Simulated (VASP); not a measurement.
Here is a VASP 6.6.1 calculation.

The input INCAR:

```
PREC     = Accurate       # precision mode
ENCUT    = 600            # plane-wave cutoff, eV
EDIFF    = 1E-8           # SCF threshold, eV
ISMEAR   = -1             # smearing method
SIGMA    = 0.05           # smearing width, eV
LREAL    = False          # projectors in reciprocal space
LASPH    = True           # aspherical terms in the spheres
NELM     = 120            # most SCF steps
ALGO     = Normal         # electronic algorithm
ISIF     = 2              # what is computed and relaxed
LWAVE    = False          # write WAVECAR
LCHARG   = False          # write CHGCAR
GGA      = PE             # functional
IBRION   = 8              # ionic algorithm
NSW      = 1              # ionic steps
GGA_COMPAT= False
```

File KPOINTS:

```
regular mesh
0
Gamma
  7 7 7
```

The input POSCAR:

```
ZrN
1.0
    0.0000000000      2.3000000000      2.3000000000
    2.3000000000      0.0000000000      2.3000000000
    2.3000000000      2.3000000000      0.0000000000
Zr N
1 1
Direct
    0.5000000000      0.5000000000      0.5000000000
    0.0000000000      0.0000000000      0.0000000000
```

Potentials or basis: VASP PAW PBE potentials, release 64 (Zr_sv, N).

Run with:

```console
$ cat potpaw_PBE.64/Zr_sv/POTCAR potpaw_PBE.64/N/POTCAR > POTCAR
$ mpirun -np 1 vasp_std > vasp.out
```

Q: Predict the highest phonon frequency at Γ.

A: 477 cm⁻¹.

Phonon frequencies in cm⁻¹ (negative: imaginary):
| q point | frequencies |
| --- | --- |
| (0.000, 0.000, 0.000) | 0 0 0 477 477 477 |
